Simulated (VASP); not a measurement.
# TiSi2 (Immm) in VASP: a series of runs, part 2 of 2

VASP 6.6.1. The steps go on from the part before.

### Step 3. Relaxation of cell and atoms, PBEsol, target pressure 20 GPa, at which the enthalpy is minimised

INCAR

```
PREC     = Accurate       # precision mode
ENCUT    = 600            # plane-wave cutoff, eV
EDIFF    = 1E-6           # SCF threshold, eV
ISMEAR   = -1             # smearing method
SIGMA    = 0.05           # smearing width, eV
LREAL    = False          # projectors in reciprocal space
LASPH    = True           # aspherical terms in the spheres
NELM     = 60             # most SCF steps
ALGO     = Normal         # electronic algorithm
ISIF     = 3              # what is computed and relaxed
LWAVE    = False          # write WAVECAR
LCHARG   = False          # write CHGCAR
GGA      = PS             # functional
IBRION   = 2              # ionic algorithm
NSW      = 60             # ionic steps
EDIFFG   = -0.01          # ionic threshold
PSTRESS  = 200.0
```

KPOINTS

```
Automatic mesh
0
Gamma
  12 12 12
```

POSCAR

```
TiSi2
1.0
   -1.4728720000      1.7121300000      4.2120830000
    1.4728720000     -1.7121300000      4.2120830000
    1.4728720000      1.7121300000     -4.2120830000
Ti Si
1 2
Direct
    0.0000000000      0.0000000000      0.0000000000
    0.6700780000      0.6700780000      0.0000000000
    0.3299220000      0.3299220000      0.0000000000
```

Potentials or basis: VASP PAW PBE potentials, release 64 (Ti_sv, Si).

The run is started by

```console
$ cat potpaw_PBE.64/Ti_sv/POTCAR potpaw_PBE.64/Si/POTCAR > POTCAR
$ mpirun -np 1 vasp_std > vasp.out
```

It took 15 min on 1 thread of Intel Xeon 6975P-C (Granite Rapids), shared host; peak memory 0.42 GiB.

The run converged. Its results:

```yaml
Free_energy: -21.1052 eV
Relaxed_volume: 12.40 Å³/atom
Relaxed_cell: a = 4.576 Å, b = 4.576 Å, c = 4.576 Å, α = 144.31°, β = 137.88°, γ = 56.36°
Space_group_after_relaxing_to_0.1_Å: Immm (No. 71)
Energy_change_on_relaxing_the_run_minimises_the_enthalpy: +76.3 meV/atom
Ionic_steps: 10
Pressure_after_relaxing: 20.0 GPa
Band_gap_on_the_k_mesh: zero (bands 10 and 11 overlap by 2.79 eV)
```

Step by step:
| step | energy change (eV) | largest force (eV/Å) | pressure (GPa) | volume (Å³) |
| --- | --- | --- | --- | --- |
| 1 | 0.0000 | 0.0665 | -3.51 | 42.49 |
| 2 | 2.0321 | 0.1478 | 80.03 | 30.95 |
| 3 | 0.1974 | 0.0252 | 18.53 | 37.48 |
| 4 | 0.2209 | 0.0292 | 19.67 | 37.29 |
| 5 | 0.2333 | 0.0312 | 20.29 | 37.19 |
| 6 | 0.2348 | 0.0187 | 20.29 | 37.16 |
| 7 | 0.2357 | 0.0139 | 20.33 | 37.16 |
| 8 | 0.2197 | 0.0008 | 19.55 | 37.28 |
| 9 | 0.2279 | 0.0067 | 19.95 | 37.22 |
| 10 | 0.2288 | 0.0004 | 19.98 | 37.21 |

Final structure:
```
Ti Si
1.0
    -1.40244    1.64442    4.03367
     1.40244   -1.64442    4.03367
     1.40244    1.64442   -4.03367
Ti Si
1 2
Direct
  0.00000 0.00000 0.00000
  0.67023 0.67023 0.00000
  0.32977 0.32977 0.00000
```

Levels at points of the mesh, in eV from the Fermi level:
```tsv
k point	band 6	band 7	band 8	band 9	band 10	band 11	band 12	band 13	band 14
(0.00, 0.00, 0.00)	-5.30	-4.01	-2.46	-0.84	1.01	2.15	2.84	3.58	4.47
(0.50, 0.00, 0.00)	-9.80	-4.63	-3.99	-0.84	1.19	2.38	3.01	4.24	4.41
(0.00, 0.50, 0.00)	-8.51	-3.75	-3.62	-1.12	-0.57	0.99	3.05	4.05	4.56
(0.50, 0.50, 0.00)	-5.95	-5.54	-4.46	-3.18	-1.57	-0.53	3.37	3.45	3.55
(0.50, 0.50, 0.50)	-9.37	-1.62	-1.38	-0.53	0.46	2.35	2.91	3.08	4.28
```

Caveat: the cell is relaxed towards a set pressure, so the run minimises the enthalpy, not the energy; the PAW data sets were made with another functional, which shifts forces and pressure a little.

### Step 4. Single point, LDA

INCAR

```
PREC     = Accurate       # precision mode
ENCUT    = 520            # plane-wave cutoff, eV
EDIFF    = 1E-7           # SCF threshold, eV
ISMEAR   = -1             # smearing method
SIGMA    = 0.05           # smearing width, eV
LREAL    = F              # projectors in reciprocal space
LASPH    = T              # aspherical terms in the spheres
NELM     = 60             # most SCF steps
ALGO     = Normal         # electronic algorithm
ISIF     = 2              # what is computed and relaxed
LWAVE    = F              # write WAVECAR
LCHARG   = F              # write CHGCAR
GGA      = CA             # functional
NBANDS   = 17             # bands
```

KPOINTS

```
regular mesh
0
Gamma
  12 12 12
```

POSCAR is that of step 3.

Potentials or basis: VASP PAW LDA potentials, release 64 (Ti_sv, Si).

The run is started by

```console
$ cat potpaw_LDA.64/Ti_sv/POTCAR potpaw_LDA.64/Si/POTCAR > POTCAR
$ mpirun -np 1 vasp_std > vasp.out
```

It took 8.1 min on 1 thread of Intel Xeon 8259CL, shared host; peak memory 0.32 GiB.

It converged, with:

* Free energy: -21.9158 eV
* Pressure: -6.4 GPa
* Largest force: 0.111 eV/Å
* Band gap on the k mesh: zero (bands 10 and 11 overlap by 2.28 eV)

Forces on the atoms (eV/Å):
```
Ti   0.000  0.000  0.000
Si   0.000  0.000 -0.111
Si   0.000  0.000  0.111
```

Stress tensor (GPa, compression positive):
```
-5.65  0.00  0.00
 0.00 -6.53  0.00
 0.00  0.00 -7.08
```

Levels at points of the mesh, in eV from the Fermi level:
```
           k point  band 6  band 7  band 8  band 9  band 10  band 11  band 12  band 13  band 14  band 15
(0.00, 0.00, 0.00)   -4.68   -4.10   -2.13   -0.62     0.74     2.08     2.37     3.17     3.75     4.06
(0.50, 0.00, 0.00)   -9.06   -4.24   -3.71   -0.68     0.93     2.01     2.54     3.49     4.06     5.46
(0.00, 0.50, 0.00)   -8.08   -3.53   -3.35   -0.94    -0.44     0.96     2.80     3.33     4.00     4.21
(0.50, 0.50, 0.00)   -5.22   -4.97   -4.66   -2.85    -1.30    -0.56     2.74     2.87     3.10     3.46
(0.50, 0.50, 0.50)   -8.75   -1.25   -1.24   -0.34     0.43     1.94     2.42     2.47     3.67     3.77
```

Caveat: the cell stands under tension.

### Step 5. Single point, LDA

INCAR

```
ALGO = Normal
EDIFF = 1E-6
ENCUT = 520
ISIF = 2
ISMEAR = -1
LASPH = True
LCHARG = False
LREAL = False
LWAVE = False
NBANDS = 17
NELM = 60
PREC = Accurate
SIGMA = 0.05
```

KPOINTS

```
k-points
0
Gamma
  12 12 12
```

POSCAR is that of step 4.

The run is started by

```console
$ cat potpaw_LDA.64/Ti_sv/POTCAR potpaw_LDA.64/Si/POTCAR > POTCAR
$ mpirun -np 1 vasp_std > vasp.out
```

Wall time 7.7 min (1 thread of Intel Xeon 8259CL, shared host); peak memory 0.32 GiB.

The run converged. Its results:

| Property | Result |
| --- | --- |
| Free energy | -21.9158 eV |
| Pressure | -6.4 GPa |
| Largest force | 0.111 eV/Å |
| Band gap on the k mesh | zero (bands 10 and 11 overlap by 2.28 eV) |

Forces on the atoms (eV/Å):
```
Ti   0.000  0.000  0.000
Si   0.000  0.000 -0.111
Si   0.000  0.000  0.111
```

Stress tensor (GPa, compression positive):
```
-5.64  0.00  0.00
 0.00 -6.53  0.00
 0.00  0.00 -7.07
```

Levels at points of the mesh, in eV from the Fermi level:
```tsv
k point	band 7	band 8	band 9	band 10	band 11	band 12	band 13	band 14
(0.00, 0.00, 0.00)	-4.10	-2.13	-0.62	0.74	2.08	2.37	3.17	3.75
(0.50, 0.00, 0.00)	-4.24	-3.71	-0.68	0.93	2.01	2.54	3.49	4.06
(0.00, 0.50, 0.00)	-3.53	-3.35	-0.94	-0.44	0.96	2.80	3.33	4.00
(0.50, 0.50, 0.00)	-4.97	-4.66	-2.85	-1.30	-0.56	2.74	2.87	3.10
(0.50, 0.50, 0.50)	-1.25	-1.23	-0.34	0.43	1.94	2.42	2.47	3.67
```

Caveat: the cell stands under tension.

### Step 6. Single point, LDA

This run uses another cell than the first one, of 14.45 Å³/atom.

INCAR

```
ALGO = Normal
EDIFF = 1E-7
ENCUT = 520
GGA = CA
ISIF = 2
ISMEAR = -1
LASPH = T
LCHARG = F
LREAL = F
LWAVE = F
NBANDS = 17
NELM = 80
PREC = Accurate
SIGMA = 0.05
```

KPOINTS is that of step 5.

POSCAR

```
TiSi2
1.0
   -1.4826264035      1.7234689397      4.2399784024
    1.4826264035     -1.7234689397      4.2399784024
    1.4826264035      1.7234689397     -4.2399784024
Ti Si
1 2
Direct
    0.0000000000      0.0000000000      0.0000000000
    0.6700780000      0.6700780000      0.0000000000
    0.3299220000      0.3299220000      0.0000000000
```

Potentials or basis: VASP PAW LDA potentials, release 64 (Ti_sv, Si).

The run is started by

```console
$ cat potpaw_LDA.64/Ti_sv/POTCAR potpaw_LDA.64/Si/POTCAR > POTCAR
$ mpirun -np 1 vasp_std > vasp.out
```

It took 8.4 min on 1 thread of Intel Xeon 8259CL, shared host; peak memory 0.32 GiB.

It converged, with:

```yaml
Free_energy: -21.8755 eV
Pressure: -8.8 GPa
Largest_force: 0.125 eV/Å
Band_gap_on_the_k_mesh: zero (bands 10 and 11 overlap by 2.23 eV)
```

Forces on the atoms (eV/Å):
```
Ti   0.000  0.000  0.000
Si   0.000  0.000 -0.125
Si   0.000  0.000  0.125
```

Stress tensor (GPa, compression positive):
```
-7.89  0.00  0.00
 0.00 -9.00  0.00
 0.00  0.00 -9.53
```

Levels at points of the mesh, in eV from the Fermi level:
| k point | band 7 | band 8 | band 9 | band 10 | band 11 | band 12 | band 13 | band 14 |
| --- | --- | --- | --- | --- | --- | --- | --- | --- |
| (0.00, 0.00, 0.00) | -4.12 | -2.09 | -0.59 | 0.72 | 2.03 | 2.31 | 3.10 | 3.65 |
| (0.50, 0.00, 0.00) | -4.20 | -3.67 | -0.66 | 0.91 | 1.97 | 2.47 | 3.38 | 4.00 |
| (0.00, 0.50, 0.00) | -3.49 | -3.32 | -0.92 | -0.42 | 0.95 | 2.75 | 3.23 | 3.90 |
| (0.50, 0.50, 0.00) | -4.90 | -4.69 | -2.81 | -1.26 | -0.57 | 2.66 | 2.78 | 3.04 |
| (0.50, 0.50, 0.50) | -1.25 | -1.19 | -0.32 | 0.42 | 1.89 | 2.36 | 2.41 | 3.59 |

Caveat: the cell stands under tension.

### Step 7. The runs side by side

| task | level | potentials or basis | cell | cutoff (eV) | gap on the mesh (eV) | pressure (GPa) | largest force (eV/Å) |
| --- | --- | --- | --- | --- | --- | --- | --- |
| relaxation of cell and atoms | PBEsol | VASP PAW PBE potentials, release 64 (Ti_sv, Si) | relaxed to 10 GPa from a = 4.779 Å, angles 144.1, 138.0, 56.4°, 3 atoms | 600 | none | 10.0 | - |
| relaxation of cell and atoms | PBEsol | VASP PAW PBE potentials, release 64 (Ti_sv, Si) | relaxed to 20 GPa from a = 4.779 Å, angles 144.1, 138.0, 56.4°, 3 atoms | 600 | none | 20.0 | - |
| single point | LDA | VASP PAW LDA potentials, release 64 (Ti_sv, Si) | a = 4.779 Å, angles 144.1, 138.0, 56.4°, 3 atoms | 520 | none | -6.4 | 0.11 |
| single point | LDA | VASP PAW LDA potentials, release 64 (Ti_sv, Si) | a = 4.811 Å, angles 144.1, 138.0, 56.4°, 3 atoms | 520 | none | -8.8 | 0.12 |

Alike in all rows: no spin polarisation; k mesh 12 × 12 × 12; smearing fermi-dirac 0.05 eV.

Caveats: the cell is relaxed towards a set pressure, so the run minimises the enthalpy, not the energy (at least some runs); the PAW data sets were made with another functional, which shifts forces and pressure a little (at least some runs); the cell stands under tension (at least some runs).

Absolute energies hang on the potentials; compare differences alone.
